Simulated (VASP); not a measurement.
Here is a VASP 6.6.1 calculation.

Contents of INCAR:

```
SYSTEM = BeF3
PREC = Accurate ; ENCUT = 520
EDIFF = 1E-6 ; ISMEAR = 0
SIGMA = 0.02 ; LREAL = .False.
LASPH = .True. ; NELM = 100
ALGO = Normal ; ISIF = 2
LWAVE = .False. ; LCHARG = .False.
GGA = PE ; NBANDS = 33
```

KPOINTS

```
regular mesh
0
Gamma
  6 6 6
  0 0 0
```

POSCAR

```
BeF3
1.0
    0.0000000000      2.8559885010      9.9033979278
    3.0000914961      0.0000000000      9.9033979278
    3.0000914961      2.8559885010      0.0000000000
Be F
2 6
Direct
    0.6765000743      0.6765000743      0.3234999257
    0.3234999257      0.3234999257      0.6765000743
    0.9174156754      0.4304046488      0.5695953512
    0.4304046488      0.9174156754      0.0825843246
    0.5695953512      0.0825843246      0.9174156754
    0.0825843246      0.5695953512      0.4304046488
    0.1237399720      0.8762600280      0.1237399720
    0.8762600280      0.1237399720      0.8762600280
```

Potentials or basis: VASP PAW PBE potentials, release 64 (Be, F).

Run with:

```bash
$ cat potpaw_PBE.64/Be/POTCAR potpaw_PBE.64/F/POTCAR > POTCAR
$ mpirun -np 1 vasp_std > vasp.out
```

Task: What does it give for the largest force?

Result: 0.377 eV/Å.

Task: Predict the pressure.

Result: -0.2 GPa.

Task: Estimate the band gap on the k mesh.

Result: 2.89 eV (least direct gap 2.97 eV).

Forces in eV/Å, atoms in the order of the input:
```
Be   0.000  0.000 -0.001
Be   0.000  0.000  0.001
F    0.000 -0.061  0.003
F    0.000  0.061  0.003
F    0.000 -0.061 -0.003
F    0.000  0.061 -0.003
F    0.000  0.377  0.000
F    0.000 -0.377  0.000
```

A k mesh can miss the band edges.
